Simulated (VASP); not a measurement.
Set up this calculation in VASP 6.6.1, as the native input.

```yaml
Task: single point
Functional: r2SCAN
Potentials_or_basis: VASP PAW PBE potentials, release 64 (C, Sr_sv)
Cutoff: 520 eV
k_mesh: 6 × 6 × 6
Occupations: fermi-dirac, width 0.02 eV
Spin: no spin polarisation
Dipole_correction: no
Further_INCAR_settings: ALGO = Normal; EDIFF = 1e-07; NBANDS = 19
```

Crystal: Sr2C.

```
C Sr
1.0
     0.00000    3.32620    3.32620
     3.32620    0.00000    3.32620
     3.32620    3.32620    0.00000
C Sr
1 2
Direct
  0.00000 0.00000 0.00000
  0.25000 0.25000 0.25000
  0.75000 0.75000 0.75000
```

This cell differs from its parent crystal: volume changed by -3%.

These files were run (other wordings do the same):

POSCAR

```
Sr2C
1.0
    0.0000000000      3.3261992898      3.3261992898
    3.3261992898      0.0000000000      3.3261992898
    3.3261992898      3.3261992898      0.0000000000
C Sr
1 2
Direct
    0.0000000000      0.0000000000      0.0000000000
    0.2500000000      0.2500000000      0.2500000000
    0.7500000000      0.7500000000      0.7500000000
```

INCAR.step1

```
SYSTEM = Sr2C
ALGO = Normal
EDIFF = 1E-4
ENCUT = 520
GGA = PE
ISMEAR = -1
LASPH = .True.
LCHARG = .False.
LREAL = .False.
LWAVE = .True.
NBANDS = 19
NELM = 60
PREC = Accurate
SIGMA = 0.02
```

INCAR.step2

```
SYSTEM = Sr2C
ALGO = Normal
EDIFF = 1E-7
ENCUT = 520
ISIF = 2
ISMEAR = -1
ISTART = 1
LASPH = .True.
LCHARG = .False.
LMIXTAU = .True.
LREAL = .False.
LWAVE = .False.
METAGGA = R2SCAN
NBANDS = 19
NELM = 60
PREC = Accurate
SIGMA = 0.02
```

KPOINTS

```
k-points
0
Gamma
  6 6 6
  0 0 0
```

Potentials or basis: VASP PAW PBE potentials, release 64 (C, Sr_sv).

The run is started by

```bash
$ cat potpaw_PBE.64/C/POTCAR potpaw_PBE.64/Sr_sv/POTCAR > POTCAR
$ cp INCAR.step1 INCAR
$ mpirun -np 1 vasp_std > vasp.out
$ cp INCAR.step2 INCAR
$ mpirun -np 1 vasp_std > vasp.out
```

Results of the run:

```yaml
Pressure: 1.4 GPa
Band_gap_on_the_k_mesh: 0.04 eV, direct
```

Caveat: the PAW data sets were made with another functional, which shifts forces and pressure a little.

It took 3.4 min on 1 thread of AMD EPYC 7R13 (shared host), peak memory 0.19 GiB.
